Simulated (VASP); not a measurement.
Set up this calculation in VASP 6.6.1, as the native input.

* Task: single point
* Functional: LDA
* Potentials or basis: VASP PAW LDA potentials, release 64 (Al, Cu)
* Cutoff: 520 eV
* k mesh: 10 × 10 × 14
* Occupations: gaussian, width 0.15 eV
* Spin: no spin polarisation
* Dipole correction: no
* Further INCAR settings: ALGO = Fast; EDIFF = 1e-06; NBANDS = 16

The structure of Al2Cu lies in POSCAR:

```
Al2Cu
1.0
    4.3252000000      0.0000000000      0.0000000000
    0.0000000000      4.3252000000      0.0000000000
    0.0000000000      0.0000000000      2.8213781230
Al Cu
2 1
Direct
    0.5000000000      0.0000000000      0.5000000000
    0.0000000000      0.5000000000      0.5000000000
    0.0000000000      0.0000000000      0.0000000000
```

The input as run:

INCAR

```
SYSTEM = Al2Cu
ALGO = Fast
EDIFF = 1E-6
ENCUT = 520
ISIF = 2
ISMEAR = 0
LASPH = .TRUE.
LCHARG = .TRUE.
LELF = .TRUE.
LREAL = .FALSE.
LVHAR = .TRUE.
LWAVE = .FALSE.
NBANDS = 16
NELM = 100
PREC = Accurate
SIGMA = 0.15
```

KPOINTS

```
k-points
0
G
  10 10 14
  0 0 0
```

Potentials or basis: VASP PAW LDA potentials, release 64 (Al, Cu).

Command:

```sh
$ cat potpaw_LDA.64/Al/POTCAR potpaw_LDA.64/Cu/POTCAR > POTCAR
$ mpirun -np 1 vasp_std > vasp.out
```

Results of the run:

| Quantity | Value |
| --- | --- |
| Pressure | -9.5 GPa |

Run time: 45 s on 1 thread of Intel(R) Xeon(R) 6975P-C (Granite Rapids), with other jobs on the host, peak memory 0.24 GiB.
